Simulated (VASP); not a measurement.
# NaI (Fm-3m) in VASP: further runs

The runs below take NaI through single point, with PBEsol, PBEsol+D3(BJ), PBEsol+D4.

Everything below comes from runs of VASP 6.6.1. Logs are shortened: lines on timing, memory, paths and dates and some standing lists are left out, and cuts for length are marked.

### Step 1. The cell of the first run

It takes space group Fm-3m (No. 225, cubic). Conventional cell: a = 6.473 Å, b = 6.473 Å, c = 6.473 Å, α = 90.00°, β = 90.00°, γ = 90.00°. Within 4.3 Å of I (site symmetry m-3m) lie 6 Na at 3.24 Å. Na (site symmetry m-3m) has 6 I at 3.24 Å within 4.3 Å.

### Step 2. Single point, PBEsol

Input file INCAR:

```
SYSTEM = NaI
  PREC = Accurate
  ENCUT = 520
  EDIFF = 1E-7
  ISMEAR = -1
  SIGMA = 0.05
  LREAL = .False.
  LASPH = .True.
  NELM = 80
  ALGO = Normal
  ISIF = 2
  LWAVE = .False.
  LCHARG = .False.
  GGA = PS
  NBANDS = 14
```

Input file KPOINTS:

```
Automatic mesh
0
Gamma
  6 6 6
  0 0 0
```

Input file POSCAR:

```
NaI
1.0
    0.0000000000      3.2364000000      3.2364000000
    3.2364000000      0.0000000000      3.2364000000
    3.2364000000      3.2364000000      0.0000000000
I Na
1 1
Direct
    0.5000000000      0.5000000000      0.5000000000
    0.0000000000      0.0000000000      0.0000000000
```

Potentials or basis: VASP PAW PBE potentials, release 64 (I, Na_pv).

The run is started by

```sh
cat potpaw_PBE.64/I/POTCAR potpaw_PBE.64/Na_pv/POTCAR > POTCAR
mpirun -np 1 vasp_std > vasp.out
```

OUTCAR:

```text
SYSTEM = NaI
   PREC = Accurate
   ENCUT = 520
   EDIFF = 1E-7
   ISMEAR = -1
   LREAL = .False.
   LASPH = .True.
   NELM = 80
   ISIF = 2
   GGA = PS

 ion  position               nearest neighbor table
   1  0.500  0.500  0.500-
   2  0.000  0.000  0.000-

  LATTYP: Found a face centered cubic cell.
 ALAT       =     6.4728000000

  Lattice vectors:

 A1 = (   0.0000000000,   3.2364000000,   3.2364000000)
 A2 = (   3.2364000000,   0.0000000000,   3.2364000000)
 A3 = (   3.2364000000,   3.2364000000,   0.0000000000)

Analysis of symmetry for initial positions (statically):
=====================================================================
 Subroutine PRICEL returns:
 Original cell was already a primitive cell.

 Routine SETGRP: Setting up the symmetry group for a
 face centered cubic supercell.

 Subroutine GETGRP returns: Found 48 space group operations
 (whereof 48 operations were pure point group operations)
 out of a pool of 48 trial point group operations.

The static configuration has the point symmetry O_h .

Analysis of symmetry for dynamics (positions and initial velocities):
=====================================================================
 Subroutine PRICEL returns:
 Original cell was already a primitive cell.

 Routine SETGRP: Setting up the symmetry group for a
 face centered cubic supercell.

 Subroutine GETGRP returns: Found 48 space group operations
 (whereof 48 operations were pure point group operations)
 out of a pool of 48 trial point group operations.

The dynamic configuration has the point symmetry O_h .

 Subroutine INISYM returns: Found 48 space group operations
 (whereof 48 operations are pure point group operations),
 and found     1 'primitive' translations

----------------------------------------------------------------------------------------

                                     Primitive cell

  volume of cell :      67.7980

  direct lattice vectors                    reciprocal lattice vectors
     0.000000000  3.236400000  3.236400000    -0.154492646  0.154492646  0.154492646
     3.236400000  0.000000000  3.236400000     0.154492646 -0.154492646  0.154492646
     3.236400000  3.236400000  0.000000000     0.154492646  0.154492646 -0.154492646

  length of vectors
     4.576960773  4.576960773  4.576960773     0.267589113  0.267589113  0.267589113

  position of ions in fractional coordinates (direct lattice)
     0.500000000  0.500000000  0.500000000
     0.000000000  0.000000000  0.000000000

  ion indices of the primitive-cell ions
   primitive index   ion index
                 1           1
                 2           2

----------------------------------------------------------------------------------------

 KPOINTS: Automatic mesh

Automatic generation of k-mesh.
 Grid dimensions read from file:
 generate k-points for:    6    6    6

 Generating k-lattice:

  Cartesian coordinates                     Fractional coordinates (reciprocal lattice)
    -0.025748774  0.025748774  0.025748774     0.166666667  0.000000000  0.000000000
     0.025748774 -0.025748774  0.025748774     0.000000000  0.166666667  0.000000000
     0.025748774  0.025748774 -0.025748774     0.000000000  0.000000000  0.166666667

  Length of vectors
     0.044598185  0.044598185  0.044598185

  Shift w.r.t. Gamma in fractional coordinates (k-lattice)
     0.000000000  0.000000000  0.000000000

 Subroutine IBZKPT returns following result:
 ===========================================

 Found     16 irreducible k-points:

 Following reciprocal coordinates:
            Coordinates               Weight
  0.000000  0.000000  0.000000      1.000000
  0.166667  0.000000  0.000000      8.000000
  0.333333  0.000000  0.000000      8.000000
  0.500000  0.000000  0.000000      4.000000
  0.166667  0.166667  0.000000      6.000000
  0.333333  0.166667  0.000000     24.000000
[... 8 lines left out ...]
 -0.333333  0.333333  0.166667     24.000000
 -0.333333  0.500000  0.166667     12.000000
   k-points           NKPTS =     16   k-points in BZ     NKDIM =     16   number of bands    NBANDS=     14
   number of dos      NEDOS =    301   number of ions     NIONS =      2
   total plane-waves  NPLWV =  46656
   dimension x,y,z NGX =    36 NGY =   36 NGZ =   36
   dimension x,y,z NGXF=    72 NGYF=   72 NGZF=   72
   ions per type =               1   1
   NGX,Y,Z   is equivalent  to a cutoff of  13.08, 13.08, 13.08 a.u.
   NGXF,Y,Z  is equivalent  to a cutoff of  26.15, 26.15, 26.15 a.u.
 SYSTEM =  NaI
   PREC   = accura    normal or accurate (medium, high low for compatibility)
   ISTART =      0    job   : 0-new  1-cont  2-samecut
   ICHARG =      2    charge: 1-file 2-atom 10-const
   ISPIN  =      1    spin polarized calculation?
   LNONCOLLINEAR =      F non collinear calculations
   LSORBIT =      F    spin-orbit coupling
   LASPH  =      T    aspherical Exc in radial PAW
   ENCUT  =  520.0 eV  38.22 Ry    6.18 a.u.   8.51  8.51  8.51*2*pi/ulx,y,z
   NELM   =     80;   NELMIN=  2; NELMDL= -5     # of ELM steps
   EDIFF  = 0.1E-06   stopping-criterion for ELM
   LREAL  =      F    real-space projection
   EDIFFG = 0.1E-05   stopping-criterion for IOM
   NSW    =      0    number of steps for IOM
   IBRION =     -1    ionic relax: 0-MD 1-quasi-New 2-CG
   NFREE  =      0    steps in history (QN), initial steepest desc. (CG)
   ISIF   =      2    stress and relaxation
   ISYM   =      2    0-nonsym 1-usesym 2-fastsym
   POTIM  = 0.5000    time-step for ionic-motion
   TEBEG  =    0.0;   TEEND  =   0.0 temperature during run
   PSTRESS=    0.0 pullay stress
   NELECT =      14.0000    total number of electrons
   NUPDOWN=      -1.0000    fix difference up-down
   EMIN   =  10.00;   EMAX   =-10.00  energy-range for DOS
   EFERMI =   0.00;   METHOD = LEGACY
   ISMEAR =    -1;   SIGMA  =   0.05  broadening in eV -4-tet -1-fermi 0-gaus
   EFERMI_NEDOS =   21; number of points for ismear=-14 and -15
   IALGO  =     38    algorithm
   IMIX   =      4    mixing-type and parameters
     AMIX     =   0.40;   BMIX     =  1.00
     AMIX_MAG =   1.60;   BMIX_MAG =  1.00
  volume/ion in A,a.u.               =      33.90       228.76
  Fermi-wavevector in a.u.,A,eV,Ry     =   0.967636  1.828567 12.739397  0.936319
  Thomas-Fermi vector in A             =   2.097538
   LORBIT       =      0    0 simple, 1 ext, 2 COOP (PROOUT), +10 PAW based schemes
   GGA     = PS    functional components
   LHFCALC =     F    Hartree Fock is set to
   AEXX    =    0.0000 exact exchange contribution
   IVDW    =     0    specifies the selected vdW correction
   LEPSILON=     F    determine dielectric tensor
   LRPA    =     F    only Hartree local field effects (RPA)
 non-spin polarized calculation
  energy-cutoff  :      520.00
  volume of cell :       67.80
 maximum number of plane-waves:      1853
 NGX is ok and might be reduce to    36
   NGX = 17   NGY = 17   NGZ = 17

 number of electron      13.9999993 magnetization

 Free energy of the ion-electron system (eV)
  ---------------------------------------------------
  ext. energy  EPLUGINS =         0.00000000
  ---------------------------------------------------
  free energy    TOTEN  =        -5.66668972 eV

  energy without entropy =       -5.66668972  energy(sigma->0) =       -5.66668972

 E-fermi :   1.7462     XC(G=0):  -7.8448

 val. band max:        0.7178000939   @ k =   0.0000   0.0000   0.0000
 cond. band min:       4.2236251654   @ k =   0.0000   0.0000   0.0000
 fundamental gap:      3.5058250716
 Fermi energy:         1.7462229548

 k-point     1 :       0.0000    0.0000    0.0000
  band No.  band energies     occupation
      1     -21.5277      2.00000
      2     -21.5277      2.00000
      3     -21.5277      2.00000
      4     -10.3390      2.00000
      5       0.7178      2.00000
      6       0.7178      2.00000
      7       0.7178      2.00000
      8       4.2236      0.00000
      9       8.5632      0.00000
     10       8.5632      0.00000
     11       8.5632      0.00000
     12      10.4343      0.00000
     13      10.4343      0.00000
     14      10.9540      0.00000

 k-point     2 :       0.1667    0.0000    0.0000
  band No.  band energies     occupation
      1     -21.5291      2.00000
      2     -21.5278      2.00000
      3     -21.5278      2.00000
      4     -10.2645      2.00000
      5      -0.0345      2.00000
      6       0.6414      2.00000
      7       0.6414      2.00000
      8       5.0463      0.00000
      9       8.0564      0.00000
     10       8.7568      0.00000
     11       8.7568      0.00000
     12       9.9055      0.00000
     13       9.9055      0.00000
     14      11.4265      0.00000

 k-point     3 :       0.3333    0.0000    0.0000
  band No.  band energies     occupation
      1     -21.5319      2.00000
      2     -21.5280      2.00000
      3     -21.5280      2.00000
      4     -10.1066      2.00000
      5      -1.0768      2.00000
      6       0.4988      2.00000
      7       0.4988      2.00000
      8       5.6813      0.00000
      9       8.3470      0.00000
     10       8.3470      0.00000
     11       8.6282      0.00000
     12      10.7585      0.00000
     13      10.9365      0.00000
     14      10.9365      0.00000

 k-point     4 :       0.5000    0.0000    0.0000
  band No.  band energies     occupation
      1     -21.5333      2.00000
      2     -21.5281      2.00000
      3     -21.5281      2.00000
      4     -10.0226      2.00000
      5      -1.4991      2.00000
      6       0.4320      2.00000
      7       0.4320      2.00000
      8       5.6639      0.00000
      9       8.0908      0.00000
     10       8.0908      0.00000
     11       9.4140      0.00000
     12      10.8656      0.00000
     13      12.9754      0.00000
     14      12.9754      0.00000

 k-point     5 :       0.1667    0.1667    0.0000
  band No.  band energies     occupation
      1     -21.5289      2.00000
      2     -21.5281      2.00000
      3     -21.5281      2.00000
      4     -10.2411      2.00000
      5      -0.0298      2.00000
      6       0.5017      2.00000
      7       0.5017      2.00000
      8       5.3412      0.00000
      9       7.5345      0.00000
     10       8.6920      0.00000
     11       9.1794      0.00000
[... 140 lines left out ...]
 k-point    14 :       0.5000    0.3333    0.1667
  band No.  band energies     occupation
      1     -21.5315      2.00000
      2     -21.5296      2.00000
      3     -21.5286      2.00000
      4     -10.0114      2.00000
      5      -0.9953      2.00000
      6      -0.2150      2.00000
      7       0.2006      2.00000
      8       6.5809      0.00000
      9       7.3345      0.00000
     10       7.5987      0.00000
     11       9.6620      0.00000
     12      10.7512      0.00000
     13      12.7699      0.00000
     14      13.6029      0.00000

 k-point    15 :      -0.3333    0.3333    0.1667
  band No.  band energies     occupation
      1     -21.5316      2.00000
      2     -21.5300      2.00000
      3     -21.5289      2.00000
      4      -9.9585      2.00000
      5      -1.0308      2.00000
      6      -0.4779      2.00000
      7       0.0607      2.00000
      8       6.6932      0.00000
      9       7.2380      0.00000
     10       8.4775      0.00000
     11       9.1414      0.00000
     12      11.0571      0.00000
     13      12.3868      0.00000
     14      13.6243      0.00000

 k-point    16 :      -0.3333    0.5000    0.1667
  band No.  band energies     occupation
      1     -21.5313      2.00000
      2     -21.5300      2.00000
      3     -21.5296      2.00000
      4      -9.9387      2.00000
      5      -0.9843      2.00000
      6      -0.4085      2.00000
      7      -0.1843      2.00000
      8       6.0289      0.00000
      9       7.0936      0.00000
     10       9.1562      0.00000
     11       9.2606      0.00000
     12      12.2185      0.00000
     13      13.0782      0.00000
     14      13.3056      0.00000

------------------------ aborting loop because EDIFF is reached ----------------------------------------

  FORCE on cell =-STRESS in cart. coord.  units (eV):
  Direction    XX          YY          ZZ          XY          YZ          ZX
  --------------------------------------------------------------------------------------
  -------------------------------------------------------------------------------------
  Total       -0.2024217     -0.2024217     -0.2024217      0.0000000     -0.0000000     -0.0000000
  in kB       -4.7835595     -4.7835595     -4.7835595      0.0000000     -0.0000000     -0.0000000
  external PRESSURE =      -4.7835595 kB  Pullay stress =       0.0000000 kB

 VOLUME and BASIS-vectors are now :
 -----------------------------------------------------------------------------
  energy-cutoff  :      520.00
  volume of cell :       67.80
      direct lattice vectors                 reciprocal lattice vectors
     0.000000000  3.236400000  3.236400000    -0.154492646  0.154492646  0.154492646
     3.236400000  0.000000000  3.236400000     0.154492646 -0.154492646  0.154492646
     3.236400000  3.236400000  0.000000000     0.154492646  0.154492646 -0.154492646

 POSITION                                       TOTAL-FORCE (eV/Angst)
 -----------------------------------------------------------------------------------
      3.23640      3.23640      3.23640         0.000000     -0.000000     -0.000000
      0.00000      0.00000      0.00000        -0.000000      0.000000      0.000000
 -----------------------------------------------------------------------------------
    total drift:                                0.000000      0.000000      0.000000

  FREE ENERGIE OF THE ION-ELECTRON SYSTEM (eV)
  ---------------------------------------------------
  free  energy   TOTEN  =        -5.6666897183 eV

  energy  without entropy=       -5.6666897182  energy(sigma->0) =       -5.66668972
```

Wall time 22 s (1 thread of Intel Xeon 8259CL, shared host); peak memory 0.21 GiB.

What came out:

| Quantity | Value |
| --- | --- |
| Free energy | -5.6667 eV |
| Pressure | -0.5 GPa |
| Band gap on the k mesh | 3.51 eV |

Levels at points of the mesh, in eV from the valence-band top:
```csv
k point,band 4,band 5,band 6,band 7,band 8,band 9,band 10,band 11
"(0.00, 0.00, 0.00)",-11.06,0.00,0.00,0.00,3.51,7.85,7.85,7.85
"(0.50, 0.00, 0.00)",-10.74,-2.22,-0.29,-0.29,4.95,7.37,7.37,8.70
"(0.50, 0.50, 0.00)",-10.66,-1.94,-0.76,-0.76,4.44,5.42,9.71,11.20
```

Caveat: the PAW data sets were made with another functional, which shifts forces and pressure a little; spin-orbit coupling is left out, which moves the levels of the heavy elements. As with any semilocal functional, this PBEsol gap is likely too small.

(Continued in part 2 of 2.)
